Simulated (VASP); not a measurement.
Crystal: Y.

```
Y
1.0
     0.00000    2.37195    2.37195
     2.37195    0.00000    2.37195
     2.37195    2.37195    0.00000
Y
1
Direct
  0.00000 0.00000 0.00000
```

- Program: VASP 6.6.1
- Task: relaxation of cell and atoms
- Functional: PBE
- Potentials or basis: VASP PAW PBE potentials, release 64 (Y_sv)
- Cutoff: 600 eV
- k mesh: 12 × 12 × 12
- Occupations: fermi-dirac, width 0.03 eV
- Spin: no spin polarisation

At the start: pressure 10.1 GPa; volume 26.69 Å³/atom.

**Question.** How do energy, volume and symmetry change on relaxing?

**Answer.** Over 6 steps the energy falls by 157.9 meV/atom and the volume is 32.34 Å³/atom (+21.2 %); space group Fm-3m (No. 225, to 0.05 Å).

The path:
```
step  energy change (eV)  largest force (eV/Å)  pressure (GPa)  volume (Å³)
   1              0.0000                0.0000           10.13        26.69
   2             -0.1508                0.0000           -1.58        33.76
   3             -0.1579                0.0000            0.06        32.31
   4             -0.1578                0.0000           -0.12        32.43
   5             -0.1579                0.0000            0.03        32.32
   6             -0.1579                0.0000           -0.01        32.34
```

Final structure:
```
Y
1.0
     0.00000    2.52873    2.52873
     2.52873    0.00000    2.52873
     2.52873    2.52873    0.00000
Y
1
Direct
  0.00000 0.00000 0.00000
```

Caveat: the volume moved by over 15 % at a fixed basis, so the end points are rough.
